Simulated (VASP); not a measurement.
# TiC (Fm-3m) in VASP: notebook

TiC is run at these levels: RPBE+D4, LDA; tasks: relaxation of cell and atoms, single point.

Everything below comes from runs of VASP 6.6.1. Logs are shortened: lines on timing, memory, paths and dates and some standing lists are left out, and cuts for length are marked.

## Step 1: The cell of the first run

It takes space group Fm-3m (No. 225, cubic). Conventional cell: a = 4.331 Å, b = 4.331 Å, c = 4.331 Å, α = 90.00°, β = 90.00°, γ = 90.00°. Within 2.9 Å of Ti (site symmetry m-3m) lie 6 C at 2.17 Å. C (site symmetry m-3m) has 6 Ti at 2.17 Å within 2.9 Å.

## Step 2: Relaxation of cell and atoms, RPBE+D4

Contents of INCAR:

```
PREC     = Accurate       # precision mode
ENCUT    = 600            # plane-wave cutoff, eV
EDIFF    = 1E-6           # SCF threshold, eV
ISMEAR   = -1             # smearing method
SIGMA    = 0.05           # smearing width, eV
LREAL    = False          # projectors in reciprocal space
LASPH    = True           # aspherical terms in the spheres
NELM     = 60             # most SCF steps
ALGO     = Normal         # electronic algorithm
ISIF     = 3              # what is computed and relaxed
LWAVE    = False          # write WAVECAR
LCHARG   = False          # write CHGCAR
GGA      = RP             # functional
IVDW     = 13             # dispersion correction
IBRION   = 2              # ionic algorithm
NSW      = 80             # ionic steps
EDIFFG   = -0.01          # ionic threshold
```

Contents of KPOINTS:

```
regular mesh
0
Gamma
  11 11 11
```

Contents of POSCAR:

```
TiC
1.0
    0.0000000000      2.1657188437      2.1657188437
    2.1657188437      0.0000000000      2.1657188437
    2.1657188437      2.1657188437      0.0000000000
Ti C
1 1
Direct
    0.0000000000      0.0000000000      0.0000000000
    0.5000000000      0.5000000000      0.5000000000
```

Potentials or basis: VASP PAW PBE potentials, release 64 (Ti_sv, C).

Started as:

```bash
> cat potpaw_PBE.64/Ti_sv/POTCAR potpaw_PBE.64/C/POTCAR > POTCAR
> mpirun -np 1 vasp_std > vasp.out
```

OUTCAR:

```text
PREC = Accurate
   ENCUT = 600
   EDIFF = 1E-6
   ISMEAR = -1
   LREAL = False
   LASPH = True
   NELM = 60
   ISIF = 3
   GGA = RP
   IVDW = 13
   IBRION = 2
   NSW = 80
   EDIFFG = -0.01

 ion  position               nearest neighbor table
   1  0.000  0.000  0.000-   2 2.17   2 2.17   2 2.17   2 2.17   2 2.17   2 2.17
   2  0.500  0.500  0.500-   1 2.17   1 2.17   1 2.17   1 2.17   1 2.17   1 2.17

  LATTYP: Found a face centered cubic cell.
 ALAT       =     4.3314376874

  Lattice vectors:

 A1 = (   0.0000000000,   2.1657188437,   2.1657188437)
 A2 = (   2.1657188437,   0.0000000000,   2.1657188437)
 A3 = (   2.1657188437,   2.1657188437,   0.0000000000)

Analysis of symmetry for initial positions (statically):
=====================================================================
 Subroutine PRICEL returns:
 Original cell was already a primitive cell.

 Routine SETGRP: Setting up the symmetry group for a
 face centered cubic supercell.

 Subroutine GETGRP returns: Found 48 space group operations
 (whereof 48 operations were pure point group operations)
 out of a pool of 48 trial point group operations.

The static configuration has the point symmetry O_h .

Analysis of symmetry for dynamics (positions and initial velocities):
=====================================================================
 Subroutine PRICEL returns:
 Original cell was already a primitive cell.

 Routine SETGRP: Setting up the symmetry group for a
 face centered cubic supercell.

 Subroutine GETGRP returns: Found 48 space group operations
 (whereof 48 operations were pure point group operations)
 out of a pool of 48 trial point group operations.

The dynamic configuration has the point symmetry O_h .

 Subroutine INISYM returns: Found 48 space group operations
 (whereof 48 operations are pure point group operations),
 and found     1 'primitive' translations

----------------------------------------------------------------------------------------

                                     Primitive cell

  volume of cell :      20.3159

  direct lattice vectors                    reciprocal lattice vectors
     0.000000000  2.165718844  2.165718844    -0.230870227  0.230870227  0.230870227
     2.165718844  0.000000000  2.165718844     0.230870227 -0.230870227  0.230870227
     2.165718844  2.165718844  0.000000000     0.230870227  0.230870227 -0.230870227

  length of vectors
     3.062788961  3.062788961  3.062788961     0.399878962  0.399878962  0.399878962

  position of ions in fractional coordinates (direct lattice)
     0.000000000  0.000000000  0.000000000
     0.500000000  0.500000000  0.500000000

  ion indices of the primitive-cell ions
   primitive index   ion index
                 1           1
                 2           2

----------------------------------------------------------------------------------------

 KPOINTS: regular mesh

Automatic generation of k-mesh.
 Grid dimensions read from file:
 generate k-points for:   11   11   11

 Generating k-lattice:

  Cartesian coordinates                     Fractional coordinates (reciprocal lattice)
    -0.020988202  0.020988202  0.020988202     0.090909091  0.000000000  0.000000000
     0.020988202 -0.020988202  0.020988202     0.000000000  0.090909091  0.000000000
     0.020988202  0.020988202 -0.020988202     0.000000000  0.000000000  0.090909091

  Length of vectors
     0.036352633  0.036352633  0.036352633

  Shift w.r.t. Gamma in fractional coordinates (k-lattice)
     0.000000000  0.000000000  0.000000000

 Subroutine IBZKPT returns following result:
 ===========================================

 Found     56 irreducible k-points:

 Following reciprocal coordinates:
            Coordinates               Weight
  0.000000  0.000000  0.000000      1.000000
  0.090909  0.000000  0.000000      8.000000
  0.181818  0.000000  0.000000      8.000000
  0.272727  0.000000  0.000000      8.000000
  0.363636  0.000000  0.000000      8.000000
  0.454545  0.000000  0.000000      8.000000
[... 16 lines left out ...]
 -0.272727  0.181818  0.000000     24.000000
 -0.181818  0.181818  0.000000     12.000000
 [... further k-points ...]
   k-points           NKPTS =     56   k-points in BZ     NKDIM =     56   number of bands    NBANDS=     12
   number of dos      NEDOS =    301   number of ions     NIONS =      2
   total plane-waves  NPLWV =  13824
   dimension x,y,z NGX =    24 NGY =   24 NGZ =   24
   dimension x,y,z NGXF=    48 NGYF=   48 NGZF=   48
   ions per type =               1   1
   NGX,Y,Z   is equivalent  to a cutoff of  13.03, 13.03, 13.03 a.u.
   NGXF,Y,Z  is equivalent  to a cutoff of  26.05, 26.05, 26.05 a.u.
 SYSTEM =  unknown system
   PREC   = accura    normal or accurate (medium, high low for compatibility)
   ISTART =      0    job   : 0-new  1-cont  2-samecut
   ICHARG =      2    charge: 1-file 2-atom 10-const
   ISPIN  =      1    spin polarized calculation?
   LNONCOLLINEAR =      F non collinear calculations
   LSORBIT =      F    spin-orbit coupling
   LASPH  =      T    aspherical Exc in radial PAW
   ENCUT  =  600.0 eV  44.10 Ry    6.64 a.u.   6.12  6.12  6.12*2*pi/ulx,y,z
   NELM   =     60;   NELMIN=  2; NELMDL= -5     # of ELM steps
   EDIFF  = 0.1E-05   stopping-criterion for ELM
   LREAL  =      F    real-space projection
   EDIFFG = -.1E-01   stopping-criterion for IOM
   NSW    =     80    number of steps for IOM
   IBRION =      2    ionic relax: 0-MD 1-quasi-New 2-CG
   NFREE  =      1    steps in history (QN), initial steepest desc. (CG)
   ISIF   =      3    stress and relaxation
   ISYM   =      2    0-nonsym 1-usesym 2-fastsym
   POTIM  = 0.5000    time-step for ionic-motion
   TEBEG  =    0.0;   TEEND  =   0.0 temperature during run
   PSTRESS=    0.0 pullay stress
   NELECT =      16.0000    total number of electrons
   NUPDOWN=      -1.0000    fix difference up-down
   EMIN   =  10.00;   EMAX   =-10.00  energy-range for DOS
   EFERMI =   0.00;   METHOD = LEGACY
   ISMEAR =    -1;   SIGMA  =   0.05  broadening in eV -4-tet -1-fermi 0-gaus
   EFERMI_NEDOS =   21; number of points for ismear=-14 and -15
   IALGO  =     38    algorithm
   IMIX   =      4    mixing-type and parameters
     AMIX     =   0.40;   BMIX     =  1.00
     AMIX_MAG =   1.60;   BMIX_MAG =  1.00
  volume/ion in A,a.u.               =      10.16        68.55
  Fermi-wavevector in a.u.,A,eV,Ry     =   1.511829  2.856943 31.097854  2.285628
  Thomas-Fermi vector in A             =   2.621834
   LORBIT       =      0    0 simple, 1 ext, 2 COOP (PROOUT), +10 PAW based schemes
   GGA     = RP    functional components
   LHFCALC =     F    Hartree Fock is set to
   AEXX    =    0.0000 exact exchange contribution
   IVDW    =    13    specifies the selected vdW correction
   LEPSILON=     F    determine dielectric tensor
   LRPA    =     F    only Hartree local field effects (RPA)
 conjugate gradient relaxation of ions
 non-spin polarized calculation
  energy-cutoff  :      600.00
  volume of cell :       20.32
 maximum number of plane-waves:       690
   NGX = 13   NGY = 13   NGZ = 13

--------------------------------------- Ionic step        1  -------------------------------------------

 number of electron      16.0000000 magnetization

 Free energy of the ion-electron system (eV)
  ---------------------------------------------------
  ext. energy  EPLUGINS =         0.00000000
  ---------------------------------------------------
  free energy    TOTEN  =       -17.80052410 eV

  energy without entropy =      -17.79818063  energy(sigma->0) =      -17.79935236

------------------------ aborting loop because EDIFF is reached ----------------------------------------

  DFT-D4 for vdW energy calculation

  Edisp (eV):   -1.13765

  FORCE on cell =-STRESS in cart. coord.  units (eV):
  Direction    XX          YY          ZZ          XY          YZ          ZX
  --------------------------------------------------------------------------------------
  -------------------------------------------------------------------------------------
  Total      -0.72905    -0.72905    -0.72905     0.00000    -0.00000     0.00000
  in kB     -57.49507   -57.49507   -57.49507     0.00000    -0.00000     0.00000
  external pressure =      -57.50 kB  Pullay stress =        0.00 kB
[... 21 lines left out ...]
  energy  without entropy=      -18.9358292818  energy(sigma->0) =      -18.93700101

--------------------------------------- Ionic step        2  -------------------------------------------

 number of electron      16.0000003 magnetization

 E-fermi :  10.2384     XC(G=0): -12.8837

 val. band max:       10.1288496913   @ k =   0.4545   0.4545   0.0000
 cond. band min:      10.3169654829   @ k =   0.0909   0.0000   0.0000
 fundamental gap:      0.1881157915
 Fermi energy:        10.2383816260

 k-point     1 :       0.0000    0.0000    0.0000
  band No.  band energies     occupation
      1     -46.4108      2.00000
      2     -22.3355      2.00000
      3     -22.3355      2.00000
      4     -22.3355      2.00000
      5      -2.5467      2.00000
      6      10.8937      0.00000
      7      10.8937      0.00000
      8      10.8937      0.00000
      9      11.9131      0.00000
     10      11.9131      0.00000
     11      11.9131      0.00000
     12      11.9869      0.00000
[... 382 lines left out ...]
  energy  without entropy=      -18.9305144197  energy(sigma->0) =      -18.93170293

--------------------------------------- Ionic step        3  -------------------------------------------

 number of electron      16.0000003 magnetization

 Free energy of the ion-electron system (eV)
  ---------------------------------------------------
  ext. energy  EPLUGINS =         0.00000000
  ---------------------------------------------------
  free energy    TOTEN  =       -17.77703771 eV

  energy without entropy =      -17.77470137  energy(sigma->0) =      -17.77586954

 E-fermi :   9.8756     XC(G=0): -12.7259

 val. band max:        9.7445706760   @ k =   0.4545   0.4545   0.0000
 cond. band min:       9.9614175724   @ k =   0.0909   0.0000   0.0000
 fundamental gap:      0.2168468963
 Fermi energy:         9.8755855776

 k-point     1 :       0.0000    0.0000    0.0000
  band No.  band energies     occupation
      1     -46.8580      2.00000
      2     -22.8002      2.00000
      3     -22.8002      2.00000
      4     -22.8002      2.00000
      5      -2.7675      2.00000
      6      10.5259      0.00000
      7      10.5259      0.00000
      8      10.5259      0.00000
      9      11.5147      0.00000
     10      11.5147      0.00000
     11      11.5147      0.00000
     12      11.5632      0.00000
[... 378 lines left out ...]
  FREE ENERGIE OF THE ION-ELECTRON SYSTEM (eV)
  ---------------------------------------------------
  free  energy   TOTEN  =       -18.9468725819 eV

  energy  without entropy=      -18.9445362392  energy(sigma->0) =      -18.94570441

 reached required accuracy - stopping structural energy minimisation
```

Wall time 26 s (1 thread of Intel Xeon Platinum 8488C (Sapphire Rapids), shared host); peak memory 0.15 GiB.

What came out:

- Free energy: -18.9469 eV
- Relaxed volume: 9.92 Å³/atom
- Relaxed cell: a = 3.039 Å, b = 3.039 Å, c = 3.039 Å, α = 60.00°, β = 60.00°, γ = 60.00°
- Space group after relaxing (to 0.05 Å): Fm-3m (No. 225)
- Energy gained by relaxing: 4.3 meV/atom
- Ionic steps: 3
- Pressure after relaxing: 0.0 GPa
- Band gap on the k mesh: zero (band 8 reaches 10.53 eV, above the bottom of band 9 at 9.39 eV)
- Dispersion energy per atom: -0.585 eV

Step by step:
```csv
step,energy change (eV),largest force (eV/Å),pressure (GPa),volume (Å³)
1,0.0000,0.0000,-5.75,20.32
2,0.0053,0.0000,7.91,19.26
3,-0.0087,0.0000,-0.03,19.84
```

Final structure:
```
CELL_PARAMETERS angstrom
0.00000 2.14883 2.14883
2.14883 0.00000 2.14883
2.14883 2.14883 0.00000
ATOMIC_POSITIONS crystal
Ti 0.00000 0.00000 0.00000
C 0.50000 0.50000 0.50000
```

Levels at points of the mesh, in eV from the Fermi level:
```
           k point  band 5  band 6  band 7  band 8  band 9  band 10  band 11  band 12
(0.00, 0.00, 0.00)  -12.64    0.65    0.65    0.65    1.64     1.64     1.64     1.69
```

Caveat: the PAW data sets were made with another functional, which shifts forces and pressure a little; pairwise dispersion overbinds metals, which lowers pressure and volume.

## Step 3: Single point, LDA (volume scaled by 0.94)

Contents of INCAR:

```
SYSTEM = TiC
  ALGO = Normal
  EDIFF = 1E-6
  ENCUT = 520
  ISIF = 2
  ISMEAR = -1
  LASPH = .True.
  LCHARG = .False.
  LREAL = .False.
  LWAVE = .False.
  NBANDS = 15
  NELM = 60
  PREC = Accurate
  SIGMA = 0.05
```

Contents of KPOINTS:

```
k-points
0
Gamma
  11 11 11
  0 0 0
```

Contents of POSCAR:

```
TiC
1.0
    3.0002655191      0.0000000000      0.0000000000
    1.5001327596      2.5983061577      0.0000000000
    1.5001327596      0.8661020526      2.4497065382
Ti C
1 1
Direct
    0.0000000000      0.0000000000      0.0000000000
    0.5000000000      0.5000000000      0.5000000000
```

Potentials or basis: VASP PAW LDA potentials, release 64 (Ti_sv, C).

Started as:

```bash
> cat potpaw_LDA.64/Ti_sv/POTCAR potpaw_LDA.64/C/POTCAR > POTCAR
> mpirun -np 1 vasp_std > vasp.out
```

It took 24 s on 1 thread of AMD EPYC 7R43 (Zen 3), shared host; peak memory 0.1 GiB.

The run converged. Its results:

| Item | Value |
| --- | --- |
| Free energy | -20.5357 eV |
| Pressure | 4.4 GPa |
| Band gap on the k mesh | zero (band 8 reaches 10.63 eV, above the bottom of band 9 at 9.56 eV) |

Levels at points of the mesh, in eV from the Fermi level:
| k point | band 5 | band 6 | band 7 | band 8 | band 9 | band 10 | band 11 | band 12 |
| --- | --- | --- | --- | --- | --- | --- | --- | --- |
| (0.00, 0.00, 0.00) | -12.55 | 0.59 | 0.59 | 0.59 | 1.71 | 1.71 | 1.71 | 1.78 |

Caveat: the cell differs from its parent crystal (volume scaled by 0.94).

(Continued in part 2 of 3.)
